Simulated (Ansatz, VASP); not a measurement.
One calculation of Ti6H, two programs

```
Ti H
1.0
     5.66395    0.00000    0.00000
     0.00000    4.57935    0.00000
     0.00000    0.00000   24.55069
Ti H
12 2
Direct
  0.25000 0.00000 0.16293
  0.75000 0.00000 0.16293
  0.00000 0.50000 0.21677
  0.50000 0.50000 0.21677
  0.25000 0.00000 0.27062
  0.75000 0.00000 0.27062
  0.25000 0.50000 0.32566
  0.75000 0.50000 0.32566
  0.00000 0.00000 0.37797
  0.50000 0.00000 0.37797
  0.25000 0.50000 0.42975
  0.75000 0.50000 0.42975
  0.83677 0.00000 0.50022
  0.16323 0.00000 0.50022
```

Alike in both runs: task single point; functional PBE; k mesh 5 × 6 × 1; occupations gaussian, width 0.1 eV; no spin polarisation.

|  | VASP | Ansatz |
| --- | --- | --- |
| version | VASP 6.6.1 | Ansatz 0.2.0 |
| potentials or method | VASP PAW PBE potentials, release 64 (Ti_sv, H), cutoff 520 eV | scalar-relativistic, plane waves, PAW |
| valence electrons in the cell | 146 | 146 |

|  | VASP | Ansatz | Ansatz less VASP |
| --- | --- | --- | --- |
| gap on the k mesh at the Fermi level (eV) | none | none | - |
| rms of the force components (eV/Å) | 0.336 | 0.337 | +0.0007 |

Atom by atom the forces differ by 0.004 eV/Å (rms over components). A gap of «none» marks a metal or a gap that the smearing closes.
